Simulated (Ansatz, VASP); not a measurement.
**NaH in VASP and in Ansatz**

File INCAR:

```
PREC = Accurate
ENCUT = 500
EDIFF = 1E-6
ISMEAR = 0
SIGMA = 0.05
LREAL = False
LASPH = True
NELM = 120
ALGO = Normal
ISIF = 2
LWAVE = False
LCHARG = True
GGA = PS
LELF = True
LVHAR = True
NBANDS = 11
GGA_COMPAT = False
```

The input KPOINTS:

```
Automatic mesh
0
Gamma
  10 10 10
```

File POSCAR:

```
NaH
1.0
    2.9551240000      0.0000000000      0.0000000000
    0.0000000000      2.9551240000      0.0000000000
    0.0000000000      0.0000000000      2.9551240000
Na H
1 1
Direct
    0.1015185826      0.0000000000      0.0000000000
    0.5000000000      0.5000000000      0.5000000000
```

Input for Ansatz:

```yaml
crystal:
  lattice:
    - [2.955124, 0.0, 0.0]
    - [0.0, 2.955124, 0.0]
    - [0.0, 0.0, 2.955124]
  atoms:
    - { symbol: Na, position: [0.1015185826, 0.0, 0.0] }
    - { symbol: H, position: [0.5, 0.5, 0.5] }
basis:
  ecutwfc: 420
kpoints:
  mp_grid: { grid: [10, 10, 10] }
hamiltonian:
  xc: pbesol
scf:
  occupations: { method: gaussian, width: 0.05 }
output:
  forces: true
  stress: true
  eigenvalues: true
```

Change from the starting cell: all Na atoms moved -0.300 Å, as atom 1 towards its neighbour atom 1 (Na) at 2.955 Å.

Alike in both runs: task single point; functional PBEsol; k mesh 10 × 10 × 10; occupations gaussian, width 0.05 eV; no spin polarisation.

```csv
,VASP,Ansatz
version,VASP 6.6.1,Ansatz 0.2.0
potentials or method,"VASP PAW PBE potentials, release 64 (Na_pv, H), cutoff 500 eV","scalar-relativistic, plane waves, PAW"
valence electrons in the cell,8,10
```

```csv
,VASP,Ansatz,Ansatz less VASP
gap on the k mesh at the Fermi level (eV),0.84,0.84,+0.001
least direct gap on the mesh (eV),4.26,4.26,+0.002
pressure (GPa),0.3,0.3,+0.07
"traceless stress, the component that is largest in VASP (GPa)",0.18,0.18,+0.006
rms of the force components (eV/Å),0.076,0.074,-0.0017
```

VASP's potentials were made for PBE, not for PBEsol. Atom by atom the forces differ by 0.002 eV/Å (rms over components). VASP's potentials hold 8 valence electrons a cell and Ansatz's 10, so a difference there can come from the potentials and not from the codes.
